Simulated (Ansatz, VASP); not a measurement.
**One calculation of CdO, two programs**

```
Cd O
1.0
     0.00000    2.34361    2.34361
     2.34361    0.00000    2.34361
     2.34361    2.34361    0.00000
Cd O
1 1
Direct
  0.00000 0.00000 0.00000
  0.50000 0.50000 0.50000
```

Alike in both runs: task single point; functional PBE; k mesh 7 × 7 × 7; occupations fermi-dirac, width 0.1068 eV; no spin polarisation.

|  | VASP | Ansatz |
| --- | --- | --- |
| version | VASP 6.6.1 | Ansatz 0.2.0 |
| potentials or method | VASP PAW PBE potentials, release 64 (Cd, O), cutoff 600 eV | PAW plane waves |
| valence electrons in the cell | 18 | 26 |

```csv
,VASP,Ansatz,Ansatz less VASP
gap on the k mesh at the Fermi level (eV),none,none,-
pressure (GPa),8.6,7.3,-1.34
```

A gap of «none» marks a metal or a gap that the smearing closes. With one functional, cell and mesh, what is left measures potentials, basis and numerics. VASP's potentials hold 18 valence electrons a cell and Ansatz's 26, so a difference there can come from the potentials and not from the codes.
